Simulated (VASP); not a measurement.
A run of VASP 6.6.1:

The input INCAR:

```
ALGO = Normal ; EDIFF = 1E-6
ENCUT = 1340 ; GGA = PS
GGA_COMPAT = F ; ISIF = 2
ISMEAR = 0 ; LASPH = T
LCHARG = F ; LREAL = F
LWAVE = F ; NBANDS = 28
NELM = 120 ; PREC = Accurate
SIGMA = 0.01
```

The input KPOINTS:

```
k-points
0
Gamma
  4 4 4
```

POSCAR

```
BaTiO3
1.0
    3.8961908378      0.0000000000      0.0000000000
    0.0000000000      3.8961908378      0.0000000000
    0.0000000000      0.0000000000      3.8961908378
Ba Ti O
1 1 3
Direct
    0.5000000000      0.5000000000      0.5000000000
    0.0000000000      0.0000000000      0.0000000000
    0.5000000000      0.0000000000      0.0000000000
    0.0000000000      0.5000000000      0.0000000000
    0.0000000000      0.0000000000      0.5000000000
```

Potentials or basis: VASP PAW PBE potentials, release 64 (Ba_sv, Ti_sv, O_h).

The run is started by

```sh
$ cat potpaw_PBE.64/Ba_sv/POTCAR potpaw_PBE.64/Ti_sv/POTCAR potpaw_PBE.64/O_h/POTCAR > POTCAR
$ mpirun -np 1 vasp_std > vasp.out
```

Hardware: 1 thread of Intel(R) Xeon(R) Platinum 8488C (Sapphire Rapids) (shared host).

Problem. Estimate the wall time of this run.

Solution. Wall time 95 s on 1 thread of Intel(R) Xeon(R) Platinum 8488C (Sapphire Rapids), on a shared host, peak memory 0.36 GiB. Counts: scf iterations 17, k points 10.
